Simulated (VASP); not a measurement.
A run of VASP 6.6.1:

Contents of INCAR:

```
SYSTEM = Ti2W3
PREC = Accurate ; ENCUT = 520
EDIFF = 1E-6 ; ISMEAR = 0
SIGMA = 0.1 ; LREAL = .False.
LASPH = .True. ; NELM = 80
ALGO = Fast ; ISIF = 2
LWAVE = .False. ; LCHARG = .False.
GGA = PE ; NBANDS = 41
```

KPOINTS

```
regular mesh
0
Gamma
  8 8 8
  0 0 0
```

The input POSCAR:

```
Ti2W3
1.0
   -1.5898533524      1.5898533524      7.9557034047
    1.5898533524     -1.5898533524      7.9557034047
    1.5898533524      1.5898533524     -7.9557034047
Ti W
2 3
Direct
    0.9010421893      0.9010421893      0.0000000000
    0.0989578107      0.0989578107      0.0000000000
    0.7034000043      0.7034000043      0.0000000000
    0.2965999957      0.2965999957      0.0000000000
    0.5000000000      0.5000000000      0.0000000000
```

Potentials or basis: VASP PAW PBE potentials, release 64 (Ti_sv, W_sv).

The run is started by

```sh
$ cat potpaw_PBE.64/Ti_sv/POTCAR potpaw_PBE.64/W_sv/POTCAR > POTCAR
$ mpirun -np 1 vasp_std > vasp.out
```

Hardware: 1 thread of Intel(R) Xeon(R) 6975P-C (Granite Rapids) (shared host).

Problem. How long does it take, and how much memory?

Solution. Run time: 39 min on 1 thread of Intel(R) Xeon(R) 6975P-C (Granite Rapids), on a shared host, peak memory 0.6 GiB. Counts: scf iterations 35, k points 59.
